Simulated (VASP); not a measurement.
Input of a VASP 6.6.1 run:

The input INCAR:

```
  PREC = Accurate
  ENCUT = 520
  EDIFF = 1E-7
  ISMEAR = 0
  SIGMA = 0.01
  LREAL = F
  LASPH = T
  NELM = 80
  ALGO = Normal
  ISIF = 2
  LWAVE = F
  LCHARG = F
  GGA = PS
  NBANDS = 24
```

The input KPOINTS:

```
Automatic mesh
0
Gamma
  4 4 3
```

Contents of POSCAR:

```
Sr2SO
1.0
    4.0432370000      0.0000000000      0.0000000000
    0.0000000000      4.0432370000      0.0000000000
    0.0000000000      0.0000000000      5.7180000000
Sr S O
2 1 1
Direct
    0.0000000000      0.0000000000      0.0000000000
    0.5000000000      0.5000000000      0.5000000000
    0.0000000000      0.0000000000      0.5000000000
    0.5000000000      0.5000000000      0.0000000000
```

Potentials or basis: VASP PAW PBE potentials, release 64 (Sr_sv, S, O).

The run is started by

```console
$ cat potpaw_PBE.64/Sr_sv/POTCAR potpaw_PBE.64/S/POTCAR potpaw_PBE.64/O/POTCAR > POTCAR
$ mpirun -np 1 vasp_std > vasp.out
```

Question: Predict the band gap on the k mesh.

Answer: 2.12 eV.

Question: What does it give for the pressure?

Answer: -2.4 GPa.

Stress tensor (GPa, compression positive):
```
-2.43  0.00  0.00
 0.00 -2.43  0.00
 0.00  0.00 -2.27
```

Caveat: the PAW data sets were made with another functional, which shifts forces and pressure a little; an odd mesh through Γ misses points on the zone boundary, where band edges can lie.
